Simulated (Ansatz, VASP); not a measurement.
# One calculation of Ti2C, two programs

```
Ti C
1.0
     1.53898    0.88853    4.82086
    -1.53898    0.88853    4.82086
     0.00000   -1.77706    4.82086
Ti C
2 1
Direct
  0.24521 0.24521 0.24521
  0.75479 0.75479 0.75479
  0.50000 0.50000 0.50000
```

Alike in both runs: functional r2SCAN; k mesh 18 × 18 × 18; occupations gaussian, width 0.1 eV; no spin polarisation.

Ansatz relaxed the structure, and its values are those at the end. VASP's run is a single point on that final structure, the one shown.

```csv
,VASP,Ansatz
version,VASP 6.6.1,Ansatz 0.2.0
potentials or method,"VASP PAW PBE potentials, release 64 (Ti_sv, C), cutoff 520 eV","scalar-relativistic, plane waves, PAW"
valence electrons in the cell,28,28
```

```tsv
	VASP	Ansatz	Ansatz less VASP
gap on the k mesh at the Fermi level (eV)	none	none	-
pressure (GPa)	0.7	0.0	-0.72
rms of the force components (eV/Å)	0.039	0.001	-0.0386
```

VASP's potentials were made for PBE, not for r2SCAN. A gap of «none» marks a metal or a gap that the smearing closes.
